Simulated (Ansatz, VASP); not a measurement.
## One calculation of BaF2, two programs

INCAR

```
SYSTEM = BaF2
PREC = Accurate
ENCUT = 520
EDIFF = 1E-8
ISMEAR = -1
SIGMA = 0.02
LREAL = .False.
LASPH = .True.
NELM = 120
ALGO = Normal
ISIF = 2
LWAVE = .False.
LCHARG = .False.
GGA = PE
LEFG = .True.
NBANDS = 19
GGA_COMPAT = .False.
```

Contents of KPOINTS:

```
regular mesh
0
Gamma
  7 7 7
  0 0 0
```

File POSCAR:

```
BaF2
1.0
    0.0000000000      3.1230132130      3.1230132130
    3.1230132130      0.0000000000      3.1230132130
    3.1230132130      3.1230132130      0.0000000000
Ba F
1 2
Direct
    0.0000000000      0.0000000000      0.0000000000
    0.2500000000      0.2500000000      0.2500000000
    0.7500000000      0.7500000000      0.7500000000
```

Input for Ansatz:

```yaml
crystal:
  lattice:
    - [0.0, 3.123013213, 3.123013213]
    - [3.123013213, 0.0, 3.123013213]
    - [3.123013213, 3.123013213, 0.0]
  atoms:
    - { symbol: Ba, position: [0.0, 0.0, 0.0] }
    - { symbol: F, position: [0.25, 0.25, 0.25] }
    - { symbol: F, position: [0.75, 0.75, 0.75] }
kpoints:
  mp_grid: { grid: [7, 7, 7] }
scf:
  occupations: { method: fermi_dirac, width: 0.02 }
hamiltonian:
  xc: pbe
  pseudopotentials: { kind: all_electron, datasets: crystal }
output:
  forces: true
  stress: true
  eigenvalues: true
  efg: { contact_densities: true }
```

Alike in both runs: task electric field gradients; functional PBE; k mesh 7 × 7 × 7; occupations fermi-dirac, width 0.02 eV; no spin polarisation.

|  | VASP | Ansatz |
| --- | --- | --- |
| version | VASP 6.6.1 | Ansatz 0.2.0 |
| potentials or method | VASP PAW PBE potentials, release 64 (Ba_sv, F), cutoff 520 eV | all-electron PAW with datasets made for the crystal, scalar-relativistic |

Ansatz gave:

```
gap on the k mesh at the Fermi level (eV) : 6.75
pressure (GPa)                            : 0.0
```

Task: Estimate VASP's values.

Result: gap on the k mesh at the Fermi level (eV): 6.68; pressure (GPa): 1.0.

Ansatz ran all-electron here, and VASP with PAW potentials.

Spin-orbit coupling is off throughout.
